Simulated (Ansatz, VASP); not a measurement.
**Two plane-wave programs on HfSbH5**

```
Hf Sb H
1.0
     2.59690    1.49932    4.29102
    -2.59690    1.49932    4.29102
     0.00000   -2.99864    4.29102
Hf Sb H
1 1 5
Direct
  0.00000 0.00000 0.00000
  0.50000 0.50000 0.50000
  0.80986 0.80986 0.80986
  0.19014 0.19014 0.19014
  0.00000 0.00000 0.50000
  0.50000 0.00000 0.00000
  0.00000 0.50000 0.00000
```

Alike in both runs: task relaxation of cell and atoms; functional PBE; k mesh 6 × 6 × 6; occupations gaussian, width 0.1 eV; no spin polarisation.

```csv
,VASP,Ansatz
version,VASP 6.6.1,Ansatz 0.2.0
potentials or method,"VASP PAW PBE potentials, release 64 (Hf_pv, Sb, H), cutoff 600 eV","scalar-relativistic, plane waves, PAW"
valence electrons in the cell,20,46
```

```csv
,VASP,Ansatz,Ansatz less VASP
"gap on the k mesh at the Fermi level, each at its own relaxed structure (eV)",none,none,-
relaxed volume (Å³/atom),9.25,9.37,+0.117
relaxed cell length with the largest relative difference (Å),4.163,4.173,+0.0093
```

A gap of «none» marks a metal or a gap that the smearing closes. VASP's potentials hold 20 valence electrons a cell and Ansatz's 46, so a difference there can come from the potentials and not from the codes.

Spin-orbit coupling is off throughout. Noted on VASP's run: the volume moved by over 15 % at a fixed basis, so the end points are rough.
